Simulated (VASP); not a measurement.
# GaN (P6_3mc) in VASP: further runs

The runs below take GaN through single point, with PBE.

Everything below comes from runs of VASP 6.6.1. Logs are shortened: lines on timing, memory, paths and dates and some standing lists are left out, and cuts for length are marked.

### Step 1. The cell of the first run

The structure is hexagonal, space group P6_3mc (No. 186). Conventional cell: a = 3.024 Å, b = 3.024 Å, c = 4.924 Å, α = 90.00°, β = 90.00°, γ = 120.00°. Ga (site symmetry 3m) has 4 N at 1.85 Å within 2.5 Å. N (site symmetry 3m) has 4 Ga at 1.85 Å within 2.5 Å.

### Step 2. Single point, PBE (strain -5.0%)

Contents of INCAR:

```
PREC = Accurate
ENCUT = 520
EDIFF = 1E-7
ISMEAR = -1
SIGMA = 0.02
LREAL = F
LASPH = T
NELM = 100
ALGO = Normal
ISIF = 2
LWAVE = F
LCHARG = F
GGA = PE
NBANDS = 26
```

Contents of KPOINTS:

```
Automatic mesh
0
Gamma
  12 12 6
```

Contents of POSCAR:

```
GaN
1.0
    3.0239918940      0.0000000000      0.0000000000
   -1.5119959470      2.6188538011      0.0000000000
    0.0000000000      0.0000000000      4.9244438733
Ga N
2 2
Direct
    0.3333333333      0.6666666667     -0.0006931345
    0.6666666667      0.3333333333      0.4993068655
    0.3333333333      0.6666666667      0.3756931345
    0.6666666667      0.3333333333      0.8756931345
```

Potentials or basis: VASP PAW PBE potentials, release 64 (Ga_d, N).

Run with:

```
cat potpaw_PBE.64/Ga_d/POTCAR potpaw_PBE.64/N/POTCAR > POTCAR
mpirun -np 1 vasp_std > vasp.out
```

OUTCAR:

```text
PREC = Accurate
   ENCUT = 520
   EDIFF = 1E-7
   ISMEAR = -1
   LREAL = F
   LASPH = T
   NELM = 100
   ISIF = 2
   GGA = PE

 ion  position               nearest neighbor table
   1  0.333  0.667  0.999-   4 1.85   4 1.85   4 1.85   3 1.85
   2  0.667  0.333  0.499-   3 1.85   3 1.85   3 1.85   4 1.85
   3  0.333  0.667  0.376-   2 1.85   2 1.85   2 1.85   1 1.85
   4  0.667  0.333  0.876-   1 1.85   1 1.85   1 1.85   2 1.85

  LATTYP: Found a hexagonal cell.
 ALAT       =     3.0239918940
 C/A-ratio  =     1.6284580270

  Lattice vectors:

 A1 = (   3.0239918940,   0.0000000000,   0.0000000000)
 A2 = (  -1.5119959470,   2.6188538011,   0.0000000000)
 A3 = (   0.0000000000,   0.0000000000,   4.9244438733)

Analysis of symmetry for initial positions (statically):
=====================================================================
 Subroutine PRICEL returns:
 Original cell was already a primitive cell.

 Routine SETGRP: Setting up the symmetry group for a
 hexagonal supercell.

 Subroutine GETGRP returns: Found 12 space group operations
 (whereof  6 operations were pure point group operations)
 out of a pool of 24 trial point group operations.

The static configuration has the point symmetry C_3v.
 The point group associated with its full space group is C_6v.

Analysis of symmetry for dynamics (positions and initial velocities):
=====================================================================
 Subroutine PRICEL returns:
 Original cell was already a primitive cell.

 Routine SETGRP: Setting up the symmetry group for a
 hexagonal supercell.

 Subroutine GETGRP returns: Found 12 space group operations
 (whereof  6 operations were pure point group operations)
 out of a pool of 24 trial point group operations.

The dynamic configuration has the point symmetry C_3v.
 The point group associated with its full space group is C_6v.

 Subroutine INISYM returns: Found 12 space group operations
 (whereof  6 operations are pure point group operations),
 and found     1 'primitive' translations

----------------------------------------------------------------------------------------

                                     Primitive cell

  volume of cell :      38.9986

  direct lattice vectors                    reciprocal lattice vectors
     3.023991894  0.000000000  0.000000000     0.330688717  0.190923220  0.000000000
    -1.511995947  2.618853801  0.000000000     0.000000000  0.381846440  0.000000000
     0.000000000  0.000000000  4.924443873     0.000000000  0.000000000  0.203068616

  length of vectors
     3.023991894  3.023991894  4.924443873     0.381846440  0.381846440  0.203068616

  position of ions in fractional coordinates (direct lattice)
     0.333333333  0.666666667  0.999306866
     0.666666667  0.333333333  0.499306866
     0.333333333  0.666666667  0.375693134
     0.666666667  0.333333333  0.875693134

  ion indices of the primitive-cell ions
   primitive index   ion index
                 1           1
                 2           2
                 3           3
                 4           4

----------------------------------------------------------------------------------------

 KPOINTS: Automatic mesh

Automatic generation of k-mesh.
 Grid dimensions read from file:
 generate k-points for:   12   12    6

 Generating k-lattice:

  Cartesian coordinates                     Fractional coordinates (reciprocal lattice)
     0.027557393  0.015910268  0.000000000     0.083333333  0.000000000  0.000000000
     0.000000000  0.031820537  0.000000000     0.000000000  0.083333333  0.000000000
     0.000000000  0.000000000  0.033844769     0.000000000  0.000000000  0.166666667

  Length of vectors
     0.031820537  0.031820537  0.033844769

  Shift w.r.t. Gamma in fractional coordinates (k-lattice)
     0.000000000  0.000000000  0.000000000

 Subroutine IBZKPT returns following result:
 ===========================================

 Found     76 irreducible k-points:

 Following reciprocal coordinates:
            Coordinates               Weight
  0.000000  0.000000  0.000000      1.000000
  0.083333 -0.000000  0.000000      6.000000
  0.166667  0.000000  0.000000      6.000000
  0.250000 -0.000000  0.000000      6.000000
  0.333333  0.000000  0.000000      6.000000
  0.416667  0.000000  0.000000      6.000000
[... 16 lines left out ...]
  0.250000 -0.000000  0.166667     12.000000
  0.333333  0.000000  0.166667     12.000000
 [... further k-points ...]
   k-points           NKPTS =     76   k-points in BZ     NKDIM =     76   number of bands    NBANDS=     26
   number of dos      NEDOS =    301   number of ions     NIONS =      4
   total plane-waves  NPLWV =  23040
   dimension x,y,z NGX =    24 NGY =   24 NGZ =   40
   dimension x,y,z NGXF=    48 NGYF=   48 NGZF=   80
   ions per type =               2   2
   NGX,Y,Z   is equivalent  to a cutoff of  13.19, 13.19, 13.50 a.u.
   NGXF,Y,Z  is equivalent  to a cutoff of  26.39, 26.39, 27.01 a.u.
 SYSTEM =  unknown system
   PREC   = accura    normal or accurate (medium, high low for compatibility)
   ISTART =      0    job   : 0-new  1-cont  2-samecut
   ICHARG =      2    charge: 1-file 2-atom 10-const
   ISPIN  =      1    spin polarized calculation?
   LNONCOLLINEAR =      F non collinear calculations
   LSORBIT =      F    spin-orbit coupling
   LASPH  =      T    aspherical Exc in radial PAW
   ENCUT  =  520.0 eV  38.22 Ry    6.18 a.u.   5.62  5.62  9.16*2*pi/ulx,y,z
   NELM   =    100;   NELMIN=  2; NELMDL= -5     # of ELM steps
   EDIFF  = 0.1E-06   stopping-criterion for ELM
   LREAL  =      F    real-space projection
   EDIFFG = 0.1E-05   stopping-criterion for IOM
   NSW    =      0    number of steps for IOM
   IBRION =     -1    ionic relax: 0-MD 1-quasi-New 2-CG
   NFREE  =      0    steps in history (QN), initial steepest desc. (CG)
   ISIF   =      2    stress and relaxation
   ISYM   =      2    0-nonsym 1-usesym 2-fastsym
   POTIM  = 0.5000    time-step for ionic-motion
   TEBEG  =    0.0;   TEEND  =   0.0 temperature during run
   PSTRESS=    0.0 pullay stress
   NELECT =      36.0000    total number of electrons
   NUPDOWN=      -1.0000    fix difference up-down
   EMIN   =  10.00;   EMAX   =-10.00  energy-range for DOS
   EFERMI =   0.00;   METHOD = LEGACY
   ISMEAR =    -1;   SIGMA  =   0.02  broadening in eV -4-tet -1-fermi 0-gaus
   EFERMI_NEDOS =   21; number of points for ismear=-14 and -15
   IALGO  =     38    algorithm
   IMIX   =      4    mixing-type and parameters
     AMIX     =   0.40;   BMIX     =  1.00
     AMIX_MAG =   1.60;   BMIX_MAG =  1.00
  volume/ion in A,a.u.               =       9.75        65.79
  Fermi-wavevector in a.u.,A,eV,Ry     =   1.594016  3.012253 34.570861  2.540887
  Thomas-Fermi vector in A             =   2.692156
   LORBIT       =      0    0 simple, 1 ext, 2 COOP (PROOUT), +10 PAW based schemes
   GGA     = PE    functional components
   LHFCALC =     F    Hartree Fock is set to
   AEXX    =    0.0000 exact exchange contribution
   IVDW    =     0    specifies the selected vdW correction
   LEPSILON=     F    determine dielectric tensor
   LRPA    =     F    only Hartree local field effects (RPA)
 non-spin polarized calculation
  energy-cutoff  :      520.00
  volume of cell :       39.00
 maximum number of plane-waves:      1087
 NGX is ok and might be reduce to    24
   NGX = 11   NGY = 11   NGZ = 19

 number of electron      35.9999988 magnetization

 Free energy of the ion-electron system (eV)
  ---------------------------------------------------
  ext. energy  EPLUGINS =         0.00000000
  ---------------------------------------------------
  free energy    TOTEN  =       -23.29525115 eV

  energy without entropy =      -23.29525115  energy(sigma->0) =      -23.29525115

 E-fermi :   7.5807     XC(G=0): -12.5447

 val. band max:        7.2036052840   @ k =   0.0000   0.0000   0.0000
 cond. band min:      10.1744495529   @ k =   0.0000   0.0000   0.0000
 fundamental gap:      2.9708442689
 Fermi energy:         7.5806554629

 k-point     1 :       0.0000    0.0000    0.0000
  band No.  band energies     occupation
      1     -10.2764      2.00000
      2      -8.8375      2.00000
      3      -6.4771      2.00000
      4      -6.4550      2.00000
      5      -6.4550      2.00000
      6      -6.3557      2.00000
[... 18 lines left out ...]
     25      20.1156      0.00000
     26      20.1156      0.00000

 k-point     2 :       0.0833   -0.0000    0.0000
  band No.  band energies     occupation
      1     -10.1864      2.00000
      2      -8.8074      2.00000
      3      -6.4705      2.00000
      4      -6.4393      2.00000
      5      -6.4355      2.00000
      6      -6.3458      2.00000
[... 18 lines left out ...]
     25      19.7293      0.00000
     26      20.3036      0.00000

 k-point     3 :       0.1667    0.0000    0.0000
  band No.  band energies     occupation
      1      -9.9345      2.00000
      2      -8.7316      2.00000
      3      -6.4393      2.00000
      4      -6.4009      2.00000
      5      -6.3858      2.00000
      6      -6.3054      2.00000
[... 18 lines left out ...]
     25      19.7548      0.00000
     26      20.7075      0.00000

 k-point     4 :       0.2500   -0.0000    0.0000
  band No.  band energies     occupation
      1      -9.5781      2.00000
      2      -8.6437      2.00000
      3      -6.4012      2.00000
      4      -6.3624      2.00000
      5      -6.3077      2.00000
      6      -6.1938      2.00000
[... 18 lines left out ...]
     25      19.4992      0.00000
     26      21.2663      0.00000
[... 496 lines left out ...]
      1      -9.8389      2.00000
      2      -8.7821      2.00000
      3      -6.4340      2.00000
      4      -6.3957      2.00000
      5      -6.3845      2.00000
      6      -6.3128      2.00000
[... 18 lines left out ...]
     25      19.3013      0.00000
     26      20.4391      0.00000

 k-point    23 :       0.2500   -0.0000    0.1667
  band No.  band energies     occupation
      1      -9.4961      2.00000
      2      -8.6772      2.00000
      3      -6.4029      2.00000
      4      -6.3525      2.00000
      5      -6.3239      2.00000
      6      -6.2061      2.00000
[... 18 lines left out ...]
     25      19.3402      0.00000
     26      21.0483      0.00000

 k-point    24 :       0.3333    0.0000    0.1667
  band No.  band energies     occupation
      1      -9.1535      2.00000
      2      -8.5944      2.00000
      3      -6.3973      2.00000
      4      -6.3268      2.00000
      5      -6.2713      2.00000
      6      -6.1302      2.00000
[... 18 lines left out ...]
     25      19.5161      0.00000
     26      21.7598      0.00000

 [... further k-points ...]
[... 5 lines left out ...]
  --------------------------------------------------------------------------------------
  -------------------------------------------------------------------------------------
  Total       11.7121757     11.7121757     11.8384982      0.0000000      0.0000000     -0.0000000
  in kB      481.1706089    481.1706089    486.3603073      0.0000000      0.0000000     -0.0000000
  external PRESSURE =     482.9005084 kB  Pullay stress =       0.0000000 kB

 VOLUME and BASIS-vectors are now :
 -----------------------------------------------------------------------------
  energy-cutoff  :      520.00
  volume of cell :       39.00
      direct lattice vectors                 reciprocal lattice vectors
     3.023991894  0.000000000  0.000000000     0.330688717  0.190923220  0.000000000
    -1.511995947  2.618853801  0.000000000     0.000000000  0.381846440  0.000000000
     0.000000000  0.000000000  4.924443873     0.000000000  0.000000000  0.203068616

 POSITION                                       TOTAL-FORCE (eV/Angst)
 -----------------------------------------------------------------------------------
     -0.00000      1.74590      4.92103         0.000000      0.000000      0.007857
      1.51200      0.87295      2.45881        -0.000000      0.000000      0.007857
     -0.00000      1.74590      1.85008         0.000000     -0.000000     -0.007857
      1.51200      0.87295      4.31230        -0.000000      0.000000     -0.007857
 -----------------------------------------------------------------------------------
    total drift:                               -0.000001     -0.000001      0.000203

  FREE ENERGIE OF THE ION-ELECTRON SYSTEM (eV)
  ---------------------------------------------------
  free  energy   TOTEN  =       -23.2952511516 eV

  energy  without entropy=      -23.2952511516  energy(sigma->0) =      -23.29525115
```

Run time: 26 s. Hardware: 1 thread of Intel Xeon 6975P-C (Granite Rapids), shared host; peak memory 0.2 GiB.

Results:

```
Free energy            : -23.2953 eV
Pressure               : 48.3 GPa
Largest force          : 0.008 eV/Å
Band gap on the k mesh : 2.97 eV, direct
```

Forces on the atoms (eV/Å):
```
Ga   0.000  0.000  0.008
Ga   0.000  0.000  0.008
N    0.000  0.000 -0.008
N    0.000  0.000 -0.008
```

Caveat: the cell differs from its parent crystal (strain -5.0%). A k mesh can miss the band edges.

### Step 3. Single point, PBE

This run uses another cell than the first one, of 11.37 Å³/atom, 1.166 times its volume.

Contents of INCAR:

```
PREC = Accurate
ENCUT = 520
EDIFF = 1E-6
ISMEAR = -1
SIGMA = 0.02
LREAL = F
LASPH = T
NELM = 80
ALGO = Normal
ISIF = 2
LWAVE = F
LCHARG = F
GGA = PE
NBANDS = 26
```

KPOINTS is that of step 2.

Contents of POSCAR:

```
GaN
1.0
    3.1831493621      0.0000000000      0.0000000000
   -1.5915746810      2.7566882117      0.0000000000
    0.0000000000      0.0000000000      5.1836251298
Ga N
2 2
Direct
    0.3333333333      0.6666666667     -0.0008868124
    0.6666666667      0.3333333333      0.4991131876
    0.3333333333      0.6666666667      0.3758868124
    0.6666666667      0.3333333333      0.8758868124
```

Potentials or basis: VASP PAW PBE potentials, release 64 (Ga_d, N).

Run with:

```
cat potpaw_PBE.64/Ga_d/POTCAR potpaw_PBE.64/N/POTCAR > POTCAR
mpirun -np 1 vasp_std > vasp.out
```

It took 26 s on 1 thread of Intel Xeon 6975P-C (Granite Rapids), shared host; peak memory 0.2 GiB.

The run converged. Its results:

* Free energy: -24.2973 eV
* Pressure: 6.3 GPa
* Largest force: 0.005 eV/Å
* Band gap on the k mesh: 1.94 eV, direct

Forces in eV/Å, atoms in the order of the input:
```
Ga   0.000  0.000  0.005
Ga   0.000  0.000  0.005
N    0.000  0.000 -0.005
N    0.000  0.000 -0.005
```

Stress tensor (GPa, compression positive):
```
6.24 0.00 0.00
0.00 6.24 0.00
0.00 0.00 6.37
```

Levels at points of the mesh, in eV from the valence-band top:
```
           k point  band 14  band 15  band 16  band 17  band 18  band 19  band 20  band 21  band 22  band 23
(0.00, 0.00, 0.00)    -1.04    -1.04    -0.04     0.00     0.00     1.94     4.28     9.22     9.92     9.92
(0.50, 0.00, 0.00)    -5.30    -4.21    -2.75    -2.21    -1.00     5.08     5.59     6.06     8.62    10.38
(0.00, 0.00, 0.50)    -3.85    -0.53    -0.53    -0.53    -0.53     4.28     4.28     8.49     8.49    10.44
(0.50, 0.00, 0.50)    -6.62    -1.95    -1.95    -1.90    -1.90     4.42     4.42     7.79     7.79     9.99
```

As with any semilocal functional, this PBE gap is likely too small.

[end of part 1 of 3]
